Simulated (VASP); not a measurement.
Write the native input for VASP 6.6.1 that does the following.

| Item | Value |
| --- | --- |
| Task | single point |
| Functional | PBE |
| Potentials or basis | VASP PAW PBE potentials, release 64 (Sr_sv, O) |
| Cutoff | 600 eV |
| k mesh | 6 × 6 × 6 |
| Occupations | gaussian, width 0.01 eV |
| Spin | no spin polarisation |
| Dipole correction | no |
| Further INCAR settings | ALGO = Normal; EDIFF = 1e-06; NBANDS = 15 |

The structure of SrO lies in POSCAR:

```
SrO
1.0
    0.0000000000      2.5663000000      2.5663000000
    2.5663000000      0.0000000000      2.5663000000
    2.5663000000      2.5663000000      0.0000000000
Sr O
1 1
Direct
    0.5000000000      0.5000000000      0.5000000000
    0.0000000000      0.0000000000      0.0000000000
```

The input as run:

INCAR

```
PREC = Accurate ; ENCUT = 600
EDIFF = 1E-6 ; ISMEAR = 0
SIGMA = 0.01 ; LREAL = F
LASPH = T ; NELM = 120
ALGO = Normal ; ISIF = 2
LWAVE = F ; LCHARG = F
GGA = PE ; NBANDS = 15
GGA_COMPAT = F
```

KPOINTS

```
regular mesh
0
Gamma
  6 6 6
```

Potentials or basis: VASP PAW PBE potentials, release 64 (Sr_sv, O).

Command:

```bash
$ cat potpaw_PBE.64/Sr_sv/POTCAR potpaw_PBE.64/O/POTCAR > POTCAR
$ mpirun -np 1 vasp_std > vasp.out
```

It gave:

| Quantity | Value |
| --- | --- |
| Pressure | 3.8 GPa |
| Band gap on the k mesh | 3.26 eV, indirect (least direct gap 3.35 eV) |

It took 18 s on 1 thread of Intel Xeon 6975P-C, with other jobs on the host, peak memory 0.17 GiB.
